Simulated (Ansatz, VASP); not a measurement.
# Two plane-wave programs on SnO2

File INCAR:

```
SYSTEM = SnO2
PREC = Accurate
ENCUT = 520
EDIFF = 1E-6
ISMEAR = 0
SIGMA = 0.05
LREAL = .False.
LASPH = .True.
NELM = 60
ALGO = Normal
ISIF = 2
LWAVE = .False.
LCHARG = .False.
GGA = PE
NBANDS = 35
```

The input KPOINTS:

```
Automatic mesh
0
Gamma
  6 6 10
  0 0 0
```

File POSCAR:

```
SnO2
1.0
    4.8386028847      0.0389137213     -0.0215447885
    0.0389137213      4.7796443190      0.0046131684
   -0.0144511921      0.0030942881      3.2350506073
Sn O
2 4
Direct
   -0.0032294367      0.0202048917      0.0049574309
    0.5224231586      0.5017941267      0.4997811363
    0.2548646189      0.2584610882      0.0124201468
    0.8066627223      0.1605803061      0.5193210254
    0.2342092133      0.8117939652      0.4830069936
    0.6850697236      0.7471656221     -0.0194867329
```

Input for Ansatz:

```yaml
crystal:
  lattice:
    - [4.8386028847, 0.0389137213, -0.0215447885]
    - [0.0389137213, 4.779644319, 0.0046131684]
    - [-0.0144511921, 0.0030942881, 3.2350506073]
  atoms:
    - { symbol: Sn, position: [-0.0032294367, 0.0202048917, 0.0049574309] }
    - { symbol: Sn, position: [0.5224231586, 0.5017941267, 0.4997811363] }
    - { symbol: O, position: [0.2548646189, 0.2584610882, 0.0124201468] }
    - { symbol: O, position: [0.8066627223, 0.1605803061, 0.5193210254] }
    - { symbol: O, position: [0.2342092133, 0.8117939652, 0.4830069936] }
    - { symbol: O, position: [0.6850697236, 0.7471656221, -0.0194867329] }
basis:
  ecutwfc: 420
  ecutrho_ratio: 4
kpoints:
  mp_grid: { grid: [6, 6, 10] }
hamiltonian:
  xc: pbe
scf:
  occupations: { method: gaussian, width: 0.05 }
output:
  forces: true
  stress: true
  eigenvalues: true
```

Change from the starting cell: all atoms moved at random (sigma 0.1 Å), cell strained at random (1 %).

Alike in both runs: task single point; functional PBE; k mesh 6 × 6 × 10; occupations gaussian, width 0.05 eV; no spin polarisation.

|  | VASP | Ansatz |
| --- | --- | --- |
| version | VASP 6.6.1 | Ansatz 0.2.0 |
| potentials or method | VASP PAW PBE potentials, release 64 (Sn_d, O), cutoff 520 eV | scalar-relativistic, plane waves, PAW |
| valence electrons in the cell | 52 | 52 |

|  | VASP | Ansatz | Ansatz less VASP |
| --- | --- | --- | --- |
| gap on the k mesh at the Fermi level (eV) | 0.13 | 0.14 | +0.010 |
| least direct gap on the mesh (eV) | 0.20 | 0.20 | -0.001 |
| pressure (GPa) | 15.8 | 15.8 | +0.05 |
| traceless stress, the component that is largest in VASP (GPa) | 14.37 | 15.22 | +0.854 |
| rms of the force components (eV/Å) | 4.014 | 4.114 | +0.1002 |

Atom by atom the forces differ by 0.127 eV/Å (rms over components). The functional is the same, so the differences come from potentials, cutoffs and numerics.
